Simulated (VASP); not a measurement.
Wanted: the native input for a VASP 6.6.1 run.

```yaml
Task: single point
Functional: PBE
Potentials_or_basis: VASP PAW PBE potentials, release 64 (Ba_sv, Te)
Cutoff: 520 eV
k_mesh: 6 × 6 × 6
Occupations: fermi-dirac, width 0.02 eV
Spin: no spin polarisation
Dipole_correction: no
Further_INCAR_settings: ALGO = Normal; EDIFF = 1e-06; NBANDS = 15
```

The structure of BaTe lies in POSCAR:

```
BaTe
1.0
    0.0000000000      3.5323868345      3.5323868345
    3.5323868345      0.0000000000      3.5323868345
    3.5323868345      3.5323868345      0.0000000000
Ba Te
1 1
Direct
    0.0000000000      0.0000000000      0.0000000000
    0.5000000000      0.5000000000      0.5000000000
```

The input as run:

INCAR

```
SYSTEM = BaTe
  PREC = Accurate
  ENCUT = 520
  EDIFF = 1E-6
  ISMEAR = -1
  SIGMA = 0.02
  LREAL = .False.
  LASPH = .True.
  NELM = 80
  ALGO = Normal
  ISIF = 2
  LWAVE = .False.
  LCHARG = .False.
  GGA = PE
  NBANDS = 15
```

KPOINTS

```
regular mesh
0
Gamma
  6 6 6
  0 0 0
```

Potentials or basis: VASP PAW PBE potentials, release 64 (Ba_sv, Te).

The run is started by

```console
$ cat potpaw_PBE.64/Ba_sv/POTCAR potpaw_PBE.64/Te/POTCAR > POTCAR
$ mpirun -np 1 vasp_std > vasp.out
```

It gave:

- Pressure: 0.3 GPa
- Band gap on the k mesh: 1.58 eV (least direct gap 1.96 eV)

Caveat: spin-orbit coupling is left out, which moves the levels of the heavy elements.

Run time: 48 s on 1 thread of AMD EPYC 7R13, on a shared host, peak memory 0.2 GiB.
